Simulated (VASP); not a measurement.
# Hf (Fm-3m) in VASP: single point with r2SCAN

Aim: the single point of Hf with r2SCAN.

All numbers are computed with VASP 6.6.1; they aren't measurements. Logs are shortened: lines on timing, memory, paths and dates and some standing lists are left out, and cuts for length are marked.

### 1 The cell of the first run

It takes space group Fm-3m (No. 225, cubic). Conventional cell: a = 4.479 Å, b = 4.479 Å, c = 4.479 Å, α = 90.00°, β = 90.00°, γ = 90.00°. Hf (site symmetry m-3m) has 12 Hf at 3.17 Å within 4.2 Å.

This isn't the form of Hf at room conditions, which is hcp.

### 2 Single point, r2SCAN

The input, POSCAR:

```
Hf
1.0
    0.0000000000      2.2396530483      2.2396530483
    2.2396530483      0.0000000000      2.2396530483
    2.2396530483      2.2396530483      0.0000000000
Hf
1
Direct
    0.0000000000      0.0000000000      0.0000000000
```

The input, INCAR.step1:

```
  ALGO = Normal
  EDIFF = 1E-5
  ENCUT = 550
  GGA = PE
  GGA_COMPAT = False
  ISMEAR = 0
  LASPH = True
  LCHARG = False
  LREAL = False
  LWAVE = True
  NBANDS = 11
  NELM = 120
  PREC = Accurate
  SIGMA = 0.1
```

The input, INCAR.step2:

```
  ALGO = Normal
  EDIFF = 1E-6
  ENCUT = 550
  GGA_COMPAT = False
  ISIF = 2
  ISMEAR = 0
  ISTART = 1
  LASPH = True
  LCHARG = False
  LMIXTAU = True
  LREAL = False
  LWAVE = False
  METAGGA = R2SCAN
  NBANDS = 11
  NELM = 120
  PREC = Accurate
  SIGMA = 0.1
```

The input, KPOINTS:

```
k-points
0
Gamma
  16 16 16
```

Potentials or basis: VASP PAW PBE potentials, release 64 (Hf_pv).

The run is started by

```bash
$ cat potpaw_PBE.64/Hf_pv/POTCAR > POTCAR
$ cp INCAR.step1 INCAR
$ mpirun -np 1 vasp_std > vasp.out
$ cp INCAR.step2 INCAR
$ mpirun -np 1 vasp_std > vasp.out
```

OUTCAR:

```text
EDIFF = 1E-6
   ENCUT = 550
   ISIF = 2
   ISMEAR = 0
   ISTART = 1
   LASPH = True
   LREAL = False
   METAGGA = R2SCAN
   NELM = 120
   PREC = Accurate

 ion  position               nearest neighbor table
   1  0.000  0.000  0.000-

  LATTYP: Found a face centered cubic cell.
 ALAT       =     4.4793060966

  Lattice vectors:

 A1 = (   0.0000000000,   2.2396530483,   2.2396530483)
 A2 = (   2.2396530483,   0.0000000000,   2.2396530483)
 A3 = (   2.2396530483,   2.2396530483,   0.0000000000)

Analysis of symmetry for initial positions (statically):
=====================================================================
 Subroutine PRICEL returns:
 Original cell was already a primitive cell.

 Routine SETGRP: Setting up the symmetry group for a
 face centered cubic supercell.

 Subroutine GETGRP returns: Found 48 space group operations
 (whereof 48 operations were pure point group operations)
 out of a pool of 48 trial point group operations.

The static configuration has the point symmetry O_h .

Analysis of symmetry for dynamics (positions and initial velocities):
=====================================================================
 Subroutine PRICEL returns:
 Original cell was already a primitive cell.

 Routine SETGRP: Setting up the symmetry group for a
 face centered cubic supercell.

 Subroutine GETGRP returns: Found 48 space group operations
 (whereof 48 operations were pure point group operations)
 out of a pool of 48 trial point group operations.

The dynamic configuration has the point symmetry O_h .

 Subroutine INISYM returns: Found 48 space group operations
 (whereof 48 operations are pure point group operations),
 and found     1 'primitive' translations

----------------------------------------------------------------------------------------

                                     Primitive cell

  volume of cell :      22.4684

  direct lattice vectors                    reciprocal lattice vectors
     0.000000000  2.239653048  2.239653048    -0.223248865  0.223248865  0.223248865
     2.239653048  0.000000000  2.239653048     0.223248865 -0.223248865  0.223248865
     2.239653048  2.239653048  0.000000000     0.223248865  0.223248865 -0.223248865

  length of vectors
     3.167347716  3.167347716  3.167347716     0.386678376  0.386678376  0.386678376

  position of ions in fractional coordinates (direct lattice)
     0.000000000  0.000000000  0.000000000

  ion indices of the primitive-cell ions
[... 79 lines left out ...]
   NFREE  =      0    steps in history (QN), initial steepest desc. (CG)
   ISIF   =      2    stress and relaxation
   ISYM   =      2    0-nonsym 1-usesym 2-fastsym
   POTIM  = 0.5000    time-step for ionic-motion
   TEBEG  =    0.0;   TEEND  =   0.0 temperature during run
   PSTRESS=    0.0 pullay stress
   NELECT =      10.0000    total number of electrons
   NUPDOWN=      -1.0000    fix difference up-down
   EMIN   =  10.00;   EMAX   =-10.00  energy-range for DOS
   EFERMI =   0.00;   METHOD = LEGACY
   ISMEAR =     0;   SIGMA  =   0.10  broadening in eV -4-tet -1-fermi 0-gaus
   EFERMI_NEDOS =   21; number of points for ismear=-14 and -15
   IALGO  =     38    algorithm
   IMIX   =      4    mixing-type and parameters
     AMIX     =   0.40;   BMIX     =  1.00
     AMIX_MAG =   1.60;   BMIX_MAG =  1.00
  volume/ion in A,a.u.               =      22.47       151.62
  Fermi-wavevector in a.u.,A,eV,Ry     =   1.249925  2.362016 21.256565  1.562313
  Thomas-Fermi vector in A             =   2.383943
   LORBIT       =      0    0 simple, 1 ext, 2 COOP (PROOUT), +10 PAW based schemes
   METAGGA = R2SCAN    functional components
   LHFCALC =     F    Hartree Fock is set to
   AEXX    =    0.0000 exact exchange contribution
   IVDW    =     0    specifies the selected vdW correction
   LEPSILON=     F    determine dielectric tensor
   LRPA    =     F    only Hartree local field effects (RPA)
 non-spin polarized calculation
 Gauss-broadening in eV      SIGMA  =   0.10
  energy-cutoff  :      550.00
  volume of cell :       22.47
 maximum number of plane-waves:       684
   NGX = 13   NGY = 13   NGZ = 13

 number of electron       9.9999999 magnetization

 Free energy of the ion-electron system (eV)
  ---------------------------------------------------
  ext. energy  EPLUGINS =         0.00000000
  ---------------------------------------------------
  free energy    TOTEN  =       -45.06753036 eV

  energy without entropy =      -45.05965474  energy(sigma->0) =      -45.06359255

 E-fermi :   4.5778     XC(G=0): -12.1509

 val. band max:        4.5655685802   @ k =  -0.4375   0.3125   0.1250
 cond. band min:       4.5799604395   @ k =  -0.2500   0.0625   0.0000
 fundamental gap:      0.0143918594
 Fermi energy:         4.5778342747

 k-point     1 :       0.0000    0.0000    0.0000
  band No.  band energies     occupation
      1     -26.5583      2.00000
      2     -26.5583      2.00000
      3     -26.5583      2.00000
      4      -2.9631      2.00000
      5       6.1775      0.00000
      6       6.1775      0.00000
      7       6.1775      0.00000
      8       9.1574      0.00000
      9       9.1574      0.00000
     10      16.4033      0.00000
     11      16.5473      0.00000
[... 309 lines left out ...]
 k-point    24 :      -0.0625    0.0625    0.0000
  band No.  band energies     occupation
      1     -26.6390      2.00000
      2     -26.5815      2.00000
      3     -26.5639      2.00000
      4      -2.5911      2.00000
      5       5.7816      0.00000
      6       6.3503      0.00000
      7       6.3605      0.00000
      8       8.7997      0.00000
      9       9.1413      0.00000
     10      16.5472      0.00000
     11      17.2317      0.00000

 [... further k-points ...]

------------------------ aborting loop because EDIFF is reached ----------------------------------------

  FORCE on cell =-STRESS in cart. coord.  units (eV):
  Direction    XX          YY          ZZ          XY          YZ          ZX
  --------------------------------------------------------------------------------------
  -------------------------------------------------------------------------------------
  Total       -0.0731503     -0.0731503     -0.0731503     -0.0000000      0.0000000     -0.0000000
  in kB       -5.2161997     -5.2161997     -5.2161997     -0.0000000      0.0000000     -0.0000000
  external PRESSURE =      -5.2161997 kB  Pullay stress =       0.0000000 kB

 VOLUME and BASIS-vectors are now :
 -----------------------------------------------------------------------------
  energy-cutoff  :      550.00
  volume of cell :       22.47
      direct lattice vectors                 reciprocal lattice vectors
     0.000000000  2.239653048  2.239653048    -0.223248865  0.223248865  0.223248865
     2.239653048  0.000000000  2.239653048     0.223248865 -0.223248865  0.223248865
     2.239653048  2.239653048  0.000000000     0.223248865  0.223248865 -0.223248865

 POSITION                                       TOTAL-FORCE (eV/Angst)
 -----------------------------------------------------------------------------------
      0.00000      0.00000      0.00000        -0.000000      0.000000      0.000000
 -----------------------------------------------------------------------------------
    total drift:                               -0.000000      0.000000      0.000000

  FREE ENERGIE OF THE ION-ELECTRON SYSTEM (eV)
  ---------------------------------------------------
  free  energy   TOTEN  =       -45.0675303649 eV

  energy  without entropy=      -45.0596547409  energy(sigma->0) =      -45.06359255
```

OUTCAR.step1:

```text
EDIFF = 1E-5
   ENCUT = 550
   GGA = PE
   ISMEAR = 0
   LASPH = True
   LREAL = False
[... 552 lines left out ...]

 POSITION                                       TOTAL-FORCE (eV/Angst)
 -----------------------------------------------------------------------------------
      0.00000      0.00000      0.00000         0.000000      0.000000      0.000000
 -----------------------------------------------------------------------------------
    total drift:                               -0.000000      0.000000     -0.000000

  FREE ENERGIE OF THE ION-ELECTRON SYSTEM (eV)
  ---------------------------------------------------
  free  energy   TOTEN  =        -9.8551445690 eV

  energy  without entropy=       -9.8456086878  energy(sigma->0) =       -9.85037663
```

OSZICAR.step1:

```text
N       E                     dE             d eps       ncg     rms          rms(c)
DAV:   1     0.136964658830E+02    0.13696E+02   -0.58750E+03  3198   0.875E+02
DAV:   2    -0.972729022225E+01   -0.23424E+02   -0.22716E+02  4008   0.160E+02
DAV:   3    -0.101944676503E+02   -0.46718E+00   -0.46381E+00  4033   0.155E+01
DAV:   4    -0.101962292982E+02   -0.17616E-02   -0.17614E-02  3708   0.115E+00
DAV:   5    -0.101962384264E+02   -0.91282E-05   -0.91283E-05  4036   0.753E-02    0.458E+01
DAV:   6    -0.994318611948E+01    0.25305E+00   -0.21337E-01  3562   0.347E+00    0.273E+01
DAV:   7    -0.985975376794E+01    0.83432E-01   -0.33061E-01  3694   0.419E+00    0.123E+00
DAV:   8    -0.985510094741E+01    0.46528E-02   -0.25436E-02  3609   0.113E+00    0.291E-01
DAV:   9    -0.985514403477E+01   -0.43087E-04   -0.47014E-04  3826   0.171E-01    0.503E-02
DAV:  10    -0.985514456899E+01   -0.53422E-06   -0.32705E-05  3730   0.441E-02
   1 F= -.98551446E+01 E0= -.98503766E+01  d E =-.953588E-02
```

Run time: 78 s. Hardware: 1 thread of AMD EPYC 9R45 (Zen 5), shared host; peak memory 0.14 GiB.

Results:

```
Free energy            : -45.0675 eV
Pressure               : -0.5 GPa
Band gap on the k mesh : zero (bands 5 and 6 overlap by 2.03 eV)
```

Caveat: the PAW data sets were made with another functional, which shifts forces and pressure a little; spin-orbit coupling is left out, which moves the levels of the heavy elements.
